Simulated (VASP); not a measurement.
# MgS (F-43m) in VASP: a series of runs, part 2 of 2

VASP 6.6.1. The steps go on from the part before.

## Step 3: Single point, r2SCAN

This run uses another cell than the first one, of 23.65 Å³/atom.

Contents of POSCAR:

```
MgS
1.0
    0.0000000000      2.8704022208      2.8704022208
    2.8704022208      0.0000000000      2.8704022208
    2.8704022208      2.8704022208      0.0000000000
Mg S
1 1
Direct
    0.0000000000      0.0000000000      0.0000000000
    0.7500000000      0.7500000000      0.7500000000
```

Contents of INCAR.step1:

```
SYSTEM = MgS
PREC = Accurate
ENCUT = 660
ISMEAR = 0
SIGMA = 0.01
LREAL = .FALSE.
LASPH = .TRUE.
NELM = 120
NBANDS = 11
GGA = PE
ALGO = Normal
EDIFF = 1E-5
LWAVE = .TRUE.
LCHARG = .FALSE.
GGA_COMPAT = .FALSE.
```

Contents of INCAR.step2:

```
SYSTEM = MgS
PREC = Accurate
ENCUT = 660
EDIFF = 1E-6
ISMEAR = 0
SIGMA = 0.01
LREAL = .FALSE.
LASPH = .TRUE.
NELM = 120
ALGO = Normal
ISIF = 2
LWAVE = .FALSE.
LCHARG = .FALSE.
METAGGA = R2SCAN
LMIXTAU = .TRUE.
NBANDS = 11
ISTART = 1
GGA_COMPAT = .FALSE.
```

Contents of KPOINTS:

```
Automatic mesh
0
G
  5 5 5
  0 0 0
```

Potentials or basis: VASP PAW PBE potentials, release 64 (Mg, S).

Run with:

```
> cat potpaw_PBE.64/Mg/POTCAR potpaw_PBE.64/S/POTCAR > POTCAR
> cp INCAR.step1 INCAR
> mpirun -np 1 vasp_std > vasp.out
> cp INCAR.step2 INCAR
> mpirun -np 1 vasp_std > vasp.out
```

OUTCAR:

```text
SYSTEM = MgS
   PREC = Accurate
   ENCUT = 660
   EDIFF = 1E-6
   ISMEAR = 0
   LREAL = .FALSE.
   LASPH = .TRUE.
   NELM = 120
   ISIF = 2
   METAGGA = R2SCAN
   ISTART = 1

 ion  position               nearest neighbor table
   1  0.000  0.000  0.000-   2 2.49   2 2.49   2 2.49   2 2.49
   2  0.750  0.750  0.750-   1 2.49   1 2.49   1 2.49   1 2.49

  LATTYP: Found a face centered cubic cell.
 ALAT       =     5.7408044416

  Lattice vectors:

 A1 = (   0.0000000000,   2.8704022208,   2.8704022208)
 A2 = (   2.8704022208,   0.0000000000,   2.8704022208)
 A3 = (   2.8704022208,   2.8704022208,   0.0000000000)

Analysis of symmetry for initial positions (statically):
=====================================================================
 Subroutine PRICEL returns:
 Original cell was already a primitive cell.

 Routine SETGRP: Setting up the symmetry group for a
 face centered cubic supercell.

 Subroutine GETGRP returns: Found 24 space group operations
 (whereof 24 operations were pure point group operations)
 out of a pool of 48 trial point group operations.

The static configuration has the point symmetry T_d .

Analysis of symmetry for dynamics (positions and initial velocities):
=====================================================================
 Subroutine PRICEL returns:
 Original cell was already a primitive cell.

 Routine SETGRP: Setting up the symmetry group for a
 face centered cubic supercell.

 Subroutine GETGRP returns: Found 24 space group operations
 (whereof 24 operations were pure point group operations)
 out of a pool of 48 trial point group operations.

The dynamic configuration has the point symmetry T_d .

 Subroutine INISYM returns: Found 24 space group operations
 (whereof 24 operations are pure point group operations),
 and found     1 'primitive' translations

----------------------------------------------------------------------------------------

                                     Primitive cell

  volume of cell :      47.2997

  direct lattice vectors                    reciprocal lattice vectors
     0.000000000  2.870402221  2.870402221    -0.174191616  0.174191616  0.174191616
     2.870402221  0.000000000  2.870402221     0.174191616 -0.174191616  0.174191616
     2.870402221  2.870402221  0.000000000     0.174191616  0.174191616 -0.174191616

  length of vectors
     4.059361750  4.059361750  4.059361750     0.301708728  0.301708728  0.301708728

  position of ions in fractional coordinates (direct lattice)
     0.000000000  0.000000000  0.000000000
     0.750000000  0.750000000  0.750000000

  ion indices of the primitive-cell ions
   primitive index   ion index
                 1           1
                 2           2

----------------------------------------------------------------------------------------

 KPOINTS: Automatic mesh

Automatic generation of k-mesh.
 Grid dimensions read from file:
 generate k-points for:    5    5    5

 Generating k-lattice:
[... 21 lines left out ...]
  0.400000  0.000000  0.000000      8.000000
  0.200000  0.200000  0.000000      6.000000
  0.400000  0.200000  0.000000     24.000000
 -0.400000  0.200000  0.000000     24.000000
 -0.200000  0.200000  0.000000     12.000000
  0.400000  0.400000  0.000000      6.000000
 -0.400000  0.400000  0.000000     12.000000
 -0.400000  0.400000  0.200000     24.000000
   k-points           NKPTS =     10   k-points in BZ     NKDIM =     10   number of bands    NBANDS=     11
   number of dos      NEDOS =    301   number of ions     NIONS =      2
   total plane-waves  NPLWV =  46656
   dimension x,y,z NGX =    36 NGY =   36 NGZ =   36
   dimension x,y,z NGXF=    72 NGYF=   72 NGZF=   72
   ions per type =               1   1
   NGX,Y,Z   is equivalent  to a cutoff of  14.74, 14.74, 14.74 a.u.
   NGXF,Y,Z  is equivalent  to a cutoff of  29.49, 29.49, 29.49 a.u.
 SYSTEM =  MgS
   PREC   = accura    normal or accurate (medium, high low for compatibility)
   ISTART =      1    job   : 0-new  1-cont  2-samecut
   ICHARG =      0    charge: 1-file 2-atom 10-const
   ISPIN  =      1    spin polarized calculation?
   LNONCOLLINEAR =      F non collinear calculations
   LSORBIT =      F    spin-orbit coupling
   LASPH  =      T    aspherical Exc in radial PAW
   ENCUT  =  660.0 eV  48.51 Ry    6.96 a.u.   8.50  8.50  8.50*2*pi/ulx,y,z
   NELM   =    120;   NELMIN=  2; NELMDL=  0     # of ELM steps
   EDIFF  = 0.1E-05   stopping-criterion for ELM
   LREAL  =      F    real-space projection
   EDIFFG = 0.1E-04   stopping-criterion for IOM
   NSW    =      0    number of steps for IOM
   IBRION =     -1    ionic relax: 0-MD 1-quasi-New 2-CG
   NFREE  =      0    steps in history (QN), initial steepest desc. (CG)
   ISIF   =      2    stress and relaxation
   ISYM   =      2    0-nonsym 1-usesym 2-fastsym
   POTIM  = 0.5000    time-step for ionic-motion
   TEBEG  =    0.0;   TEEND  =   0.0 temperature during run
   PSTRESS=    0.0 pullay stress
   NELECT =       8.0000    total number of electrons
   NUPDOWN=      -1.0000    fix difference up-down
   EMIN   =  10.00;   EMAX   =-10.00  energy-range for DOS
   EFERMI =   0.00;   METHOD = LEGACY
   ISMEAR =     0;   SIGMA  =   0.01  broadening in eV -4-tet -1-fermi 0-gaus
   EFERMI_NEDOS =   21; number of points for ismear=-14 and -15
   IALGO  =     38    algorithm
   IMIX   =      4    mixing-type and parameters
     AMIX     =   0.40;   BMIX     =  1.00
     AMIX_MAG =   1.60;   BMIX_MAG =  1.00
  volume/ion in A,a.u.               =      23.65       159.60
  Fermi-wavevector in a.u.,A,eV,Ry     =   0.905355  1.710872 11.152247  0.819667
  Thomas-Fermi vector in A             =   2.028912
   LORBIT       =      0    0 simple, 1 ext, 2 COOP (PROOUT), +10 PAW based schemes
   METAGGA = R2SCAN    functional components
   LHFCALC =     F    Hartree Fock is set to
   AEXX    =    0.0000 exact exchange contribution
   IVDW    =     0    specifies the selected vdW correction
   LEPSILON=     F    determine dielectric tensor
   LRPA    =     F    only Hartree local field effects (RPA)
 non-spin polarized calculation
 Gauss-broadening in eV      SIGMA  =   0.01
  energy-cutoff  :      660.00
  volume of cell :       47.30
 maximum number of plane-waves:      1849
 NGX is ok and might be reduce to    36
   NGX = 17   NGY = 17   NGZ = 17

 number of electron       7.9999999 magnetization

 Free energy of the ion-electron system (eV)
  ---------------------------------------------------
  ext. energy  EPLUGINS =         0.00000000
  ---------------------------------------------------
  free energy    TOTEN  =       -15.43226193 eV

  energy without entropy =      -15.43226193  energy(sigma->0) =      -15.43226193

 E-fermi :   0.6275     XC(G=0):  -8.6105

 val. band max:        0.5197410901   @ k =   0.0000   0.0000   0.0000
 cond. band min:       4.4300873485   @ k =   0.0000   0.0000   0.0000
 fundamental gap:      3.9103462584
 Fermi energy:         0.6275155637

 k-point     1 :       0.0000    0.0000    0.0000
  band No.  band energies     occupation
      1     -11.0832      2.00000
      2       0.5197      2.00000
      3       0.5197      2.00000
      4       0.5197      2.00000
      5       4.4301      0.00000
      6       9.0023      0.00000
      7       9.0023      0.00000
      8       9.0023      0.00000
      9      11.8847      0.00000
     10      11.8847      0.00000
     11      14.8597      0.00000
[... 113 lines left out ...]
 k-point    10 :      -0.4000    0.4000    0.2000
  band No.  band energies     occupation
      1     -10.2931      2.00000
      2      -1.8358      2.00000
      3      -1.0487      2.00000
      4      -0.4319      2.00000
      5       6.5043      0.00000
      6       8.3920      0.00000
      7       8.7843      0.00000
      8      10.8716      0.00000
      9      12.6602      0.00000
     10      13.8818      0.00000
     11      16.3050      0.00000

------------------------ aborting loop because EDIFF is reached ----------------------------------------

  FORCE on cell =-STRESS in cart. coord.  units (eV):
  Direction    XX          YY          ZZ          XY          YZ          ZX
  --------------------------------------------------------------------------------------
  -------------------------------------------------------------------------------------
  Total       -0.7463246     -0.7463246     -0.7463246      0.0000000     -0.0000000     -0.0000000
  in kB      -25.2801759    -25.2801759    -25.2801759      0.0000000     -0.0000000     -0.0000000
  external PRESSURE =     -25.2801759 kB  Pullay stress =       0.0000000 kB

 VOLUME and BASIS-vectors are now :
 -----------------------------------------------------------------------------
  energy-cutoff  :      660.00
  volume of cell :       47.30
      direct lattice vectors                 reciprocal lattice vectors
     0.000000000  2.870402221  2.870402221    -0.174191616  0.174191616  0.174191616
     2.870402221  0.000000000  2.870402221     0.174191616 -0.174191616  0.174191616
     2.870402221  2.870402221  0.000000000     0.174191616  0.174191616 -0.174191616

 POSITION                                       TOTAL-FORCE (eV/Angst)
 -----------------------------------------------------------------------------------
      0.00000      0.00000      0.00000         0.000000      0.000000     -0.000000
      4.30560      4.30560      4.30560        -0.000000     -0.000000      0.000000
 -----------------------------------------------------------------------------------
    total drift:                               -0.000000     -0.000000     -0.000000

  FREE ENERGIE OF THE ION-ELECTRON SYSTEM (eV)
  ---------------------------------------------------
  free  energy   TOTEN  =       -15.4322619255 eV

  energy  without entropy=      -15.4322619255  energy(sigma->0) =      -15.43226193
```

Wall time 35 s (1 thread of AMD EPYC 7R13 (Zen 3), shared host); peak memory 0.18 GiB.

What came out:

```yaml
Free_energy: -15.4323 eV
Pressure: -2.5 GPa
Band_gap_on_the_k_mesh: 3.91 eV
```

Levels at points of the mesh, in eV from the valence-band top:
```csv
k point,band 1,band 2,band 3,band 4,band 5,band 6,band 7,band 8,band 9
"(0.00, 0.00, 0.00)",-11.60,0.00,0.00,0.00,3.91,8.48,8.48,8.48,11.37
```

Caveat: the PAW data sets were made with another functional, which shifts forces and pressure a little.
